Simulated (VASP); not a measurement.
# HgTe (rocksalt type) (Fm-3m) in VASP: relaxation of cell and atoms with LDA

Aim: the relaxation of cell and atoms of HgTe (rocksalt type) with LDA.

Program: VASP 6.6.1. These are calculated values, not measurements. Logs are shortened: lines on timing, memory, paths and dates and some standing lists are left out, and cuts for length are marked.

### 1 The cell of the first run

The structure is cubic, space group Fm-3m (No. 225). The conventional cell has a = 5.957 Å, b = 5.957 Å, c = 5.957 Å, α = 90.00°, β = 90.00°, γ = 90.00°. Within 3.9 Å of Hg (site symmetry m-3m) lie 6 Te at 2.98 Å. Te (site symmetry m-3m) has 6 Hg at 2.98 Å within 3.9 Å.

### 2 Relaxation of cell and atoms, LDA

Input file INCAR:

```
PREC = Accurate
ENCUT = 600
EDIFF = 1E-6
ISMEAR = -1
SIGMA = 0.05
LREAL = F
LASPH = T
NELM = 80
ALGO = Normal
ISIF = 3
LWAVE = F
LCHARG = F
IBRION = 2
NSW = 60
EDIFFG = -0.005
```

Input file KPOINTS:

```
Automatic mesh
0
Gamma
  12 12 12
```

Input file POSCAR:

```
HgTe
1.0
    0.0000000000      2.9783528050      2.9783528050
    2.9783528050      0.0000000000      2.9783528050
    2.9783528050      2.9783528050      0.0000000000
Hg Te
1 1
Direct
    0.0000000000      0.0000000000      0.0000000000
    0.5000000000      0.5000000000      0.5000000000
```

Potentials or basis: VASP PAW LDA potentials, release 64 (Hg, Te).

Run with:

```sh
$ cat potpaw_LDA.64/Hg/POTCAR potpaw_LDA.64/Te/POTCAR > POTCAR
$ mpirun -np 1 vasp_std > vasp.out
```

OUTCAR:

```text
PREC = Accurate
   ENCUT = 600
   EDIFF = 1E-6
   ISMEAR = -1
   LREAL = F
   LASPH = T
   NELM = 80
   ISIF = 3
   IBRION = 2
   NSW = 60
   EDIFFG = -0.005

 ion  position               nearest neighbor table
   1  0.000  0.000  0.000-   2 2.98   2 2.98   2 2.98   2 2.98   2 2.98   2 2.98
   2  0.500  0.500  0.500-   1 2.98   1 2.98   1 2.98   1 2.98   1 2.98   1 2.98

  LATTYP: Found a face centered cubic cell.
 ALAT       =     5.9567056100

  Lattice vectors:

 A1 = (   0.0000000000,   2.9783528050,   2.9783528050)
 A2 = (   2.9783528050,   0.0000000000,   2.9783528050)
 A3 = (   2.9783528050,   2.9783528050,   0.0000000000)

Analysis of symmetry for initial positions (statically):
=====================================================================
 Subroutine PRICEL returns:
 Original cell was already a primitive cell.

 Routine SETGRP: Setting up the symmetry group for a
 face centered cubic supercell.

 Subroutine GETGRP returns: Found 48 space group operations
 (whereof 48 operations were pure point group operations)
 out of a pool of 48 trial point group operations.

The static configuration has the point symmetry O_h .

Analysis of symmetry for dynamics (positions and initial velocities):
=====================================================================
 Subroutine PRICEL returns:
 Original cell was already a primitive cell.

 Routine SETGRP: Setting up the symmetry group for a
 face centered cubic supercell.

 Subroutine GETGRP returns: Found 48 space group operations
 (whereof 48 operations were pure point group operations)
 out of a pool of 48 trial point group operations.

The dynamic configuration has the point symmetry O_h .

 Subroutine INISYM returns: Found 48 space group operations
 (whereof 48 operations are pure point group operations),
 and found     1 'primitive' translations

----------------------------------------------------------------------------------------

                                     Primitive cell

  volume of cell :      52.8395

  direct lattice vectors                    reciprocal lattice vectors
     0.000000000  2.978352805  2.978352805    -0.167878029  0.167878029  0.167878029
     2.978352805  0.000000000  2.978352805     0.167878029 -0.167878029  0.167878029
     2.978352805  2.978352805  0.000000000     0.167878029  0.167878029 -0.167878029

  length of vectors
     4.212026930  4.212026930  4.212026930     0.290773277  0.290773277  0.290773277

  position of ions in fractional coordinates (direct lattice)
     0.000000000  0.000000000  0.000000000
     0.500000000  0.500000000  0.500000000

[... 100 lines left out ...]
   LORBIT       =      0    0 simple, 1 ext, 2 COOP (PROOUT), +10 PAW based schemes
   GGA     = CA    functional components
   LHFCALC =     F    Hartree Fock is set to
   AEXX    =    0.0000 exact exchange contribution
   IVDW    =     0    specifies the selected vdW correction
   LEPSILON=     F    determine dielectric tensor
   LRPA    =     F    only Hartree local field effects (RPA)
 conjugate gradient relaxation of ions
 non-spin polarized calculation
  energy-cutoff  :      600.00
  volume of cell :       52.84
 maximum number of plane-waves:      1807
 NGX is ok and might be reduce to    36
   NGX = 17   NGY = 17   NGZ = 17

--------------------------------------- Ionic step        1  -------------------------------------------

 number of electron      18.0000001 magnetization

 Free energy of the ion-electron system (eV)
  ---------------------------------------------------
  ext. energy  EPLUGINS =         0.00000000
  ---------------------------------------------------
  free energy    TOTEN  =        -4.91316766 eV

  energy without entropy =       -4.90319349  energy(sigma->0) =       -4.90818057

------------------------ aborting loop because EDIFF is reached ----------------------------------------

  FORCE on cell =-STRESS in cart. coord.  units (eV):
  Direction    XX          YY          ZZ          XY          YZ          ZX
  --------------------------------------------------------------------------------------
  -------------------------------------------------------------------------------------
  Total        0.0229439      0.0229439      0.0229439      0.0000000     -0.0000000      0.0000000
  in kB        0.6956956      0.6956956      0.6956956      0.0000000     -0.0000000      0.0000000
  external PRESSURE =       0.6956956 kB  Pullay stress =       0.0000000 kB
[... 59 lines left out ...]
--------------------------------------- Ionic step        3  -------------------------------------------

 number of electron      18.0000001 magnetization

 Free energy of the ion-electron system (eV)
  ---------------------------------------------------
  ext. energy  EPLUGINS =         0.00000000
  ---------------------------------------------------
  free energy    TOTEN  =        -4.91317906 eV

  energy without entropy =       -4.90320557  energy(sigma->0) =       -4.90819232

 E-fermi :   5.0072     XC(G=0): -10.4696

 val. band max:        4.9518560843   @ k =  -0.1667   0.2500   0.0833
 cond. band min:       5.0117114238   @ k =   0.4167   0.2500   0.0000
 fundamental gap:      0.0598553394
 Fermi energy:         5.0072435177

 k-point     1 :       0.0000    0.0000    0.0000
  band No.  band energies     occupation
      1      -7.5416      2.00000
      2      -1.9511      2.00000
      3      -1.9511      2.00000
      4      -1.8848      2.00000
      5      -1.8848      2.00000
      6      -1.8848      2.00000
      7       4.2328      2.00000
      8       4.2328      2.00000
      9       4.2328      2.00000
     10       4.2738      2.00000
     11      12.7060      0.00000
     12      12.7060      0.00000
     13      12.7060      0.00000
[... 354 lines left out ...]
  band No.  band energies     occupation
      1      -6.1250      2.00000
      2      -2.3944      2.00000
      3      -2.3057      2.00000
      4      -2.1036      2.00000
      5      -1.6785      2.00000
      6      -1.6509      2.00000
      7      -0.6462      2.00000
      8       3.4044      2.00000
      9       4.7955      1.97142
     10       6.8283      0.00000
     11       9.1380      0.00000
     12       9.8112      0.00000
     13      11.7797      0.00000

 [... further k-points ...]

------------------------ aborting loop because EDIFF is reached ----------------------------------------

  FORCE on cell =-STRESS in cart. coord.  units (eV):
  Direction    XX          YY          ZZ          XY          YZ          ZX
  --------------------------------------------------------------------------------------
  -------------------------------------------------------------------------------------
  Total       -0.0074694     -0.0074694     -0.0074694      0.0000000      0.0000000      0.0000000
  in kB       -0.2262390     -0.2262390     -0.2262390      0.0000000      0.0000000      0.0000000
  external PRESSURE =      -0.2262390 kB  Pullay stress =       0.0000000 kB
[... 17 lines left out ...]
  FREE ENERGIE OF THE ION-ELECTRON SYSTEM (eV)
  ---------------------------------------------------
  free  energy   TOTEN  =        -4.9131790626 eV

  energy  without entropy=       -4.9032055732  energy(sigma->0) =       -4.90819232

 reached required accuracy - stopping structural energy minimisation
```

It took 50 s on 1 thread of Intel Xeon 6975P-C (Granite Rapids), shared host; peak memory 0.22 GiB.

What came out:

| Property | Result |
| --- | --- |
| Free energy | -4.9132 eV |
| Relaxed volume | 26.45 Å³/atom |
| Relaxed cell | a = 4.214 Å, b = 4.214 Å, c = 4.214 Å, α = 60.00°, β = 60.00°, γ = 60.00° |
| Space group after relaxing (to 0.05 Å) | Fm-3m (No. 225) |
| Energy gained by relaxing | 0.0 meV/atom |
| Ionic steps | 3 |
| Pressure after relaxing | 0.0 GPa |
| Band gap on the k mesh | zero (band 9 reaches 5.40 eV, above the bottom of band 10 at 2.48 eV) |

Final structure:
```yaml
crystal:
  lattice:
    - [0.00000, 2.97943, 2.97943]
    - [2.97943, 0.00000, 2.97943]
    - [2.97943, 2.97943, 0.00000]
  atoms:
    - { symbol: Hg, position: [0.00000, 0.00000, 0.00000] }
    - { symbol: Te, position: [0.50000, 0.50000, 0.50000] }
```

Levels at points of the mesh, in eV from the Fermi level:
```
           k point  band 6  band 7  band 8  band 9  band 10  band 11  band 12  band 13
(0.00, 0.00, 0.00)   -6.89   -0.77   -0.77   -0.77    -0.73     7.70     7.70     7.70
(0.50, 0.00, 0.00)   -6.69   -5.79    0.39    0.39     2.50     3.84     3.84     4.03
(0.50, 0.50, 0.00)   -5.89   -4.73   -2.88   -2.53    -2.53     4.75     9.49     9.49
```

Caveat: spin-orbit coupling is left out, which moves the levels of the heavy elements.
